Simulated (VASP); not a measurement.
## SiNi2: single point with LDA

The system is SiNi2.

```
Si Ni
1.0
     3.81975    0.00000    0.00000
     0.00000    6.61600    0.00000
     0.00000    0.00000    4.89164
Si Ni
4 8
Direct
  0.25000 0.60210 0.28654
  0.75000 0.39790 0.71346
  0.25000 0.89790 0.78654
  0.75000 0.10210 0.21346
  0.25000 0.28700 0.47342
  0.75000 0.71300 0.52658
  0.25000 0.21300 0.97342
  0.75000 0.78700 0.02658
  0.25000 0.93448 0.32093
  0.75000 0.06552 0.67907
  0.25000 0.56552 0.82093
  0.75000 0.43448 0.17907
```

```
Program             : VASP 6.6.1
Task                : single point
Functional          : LDA
Potentials or basis : VASP PAW LDA potentials, release 64 (Si, Ni)
Cutoff              : 520 eV
k mesh              : 9 × 5 × 7
Occupations         : gaussian, width 0.1 eV
Spin                : no spin polarisation
```

* Pressure: 1.6 GPa
* Largest force: 0.027 eV/Å
* Band gap on the k mesh: zero (band 48 reaches 13.35 eV, above the bottom of band 49 at 11.47 eV)

Forces on the atoms (eV/Å):
```
Si   0.000  0.003 -0.012
Si   0.000 -0.003  0.012
Si   0.000 -0.003 -0.012
Si   0.000  0.003  0.012
Ni   0.000 -0.027 -0.005
Ni   0.000  0.027  0.005
Ni   0.000  0.027 -0.005
Ni   0.000 -0.027  0.005
Ni   0.000  0.010 -0.001
Ni   0.000 -0.010  0.001
Ni   0.000 -0.010 -0.001
Ni   0.000  0.010  0.001
```

Stress tensor (GPa, compression positive):
```
-6.67  0.00  0.00
 0.00 11.22  0.00
 0.00  0.00  0.29
```

Levels at points of the mesh, in eV from the Fermi level:
```tsv
k point	band 46	band 47	band 48	band 49	band 50	band 51
(0.00, 0.00, 0.00)	-1.01	-0.45	-0.10	1.13	1.37	2.69
```

Wall time 7.9 min on 1 thread of Oxide Virtual Turin-like Processor (shared host), peak memory 0.36 GiB.

Spin polarisation is off, so any magnetic state and its effect on volume and gap are missing.
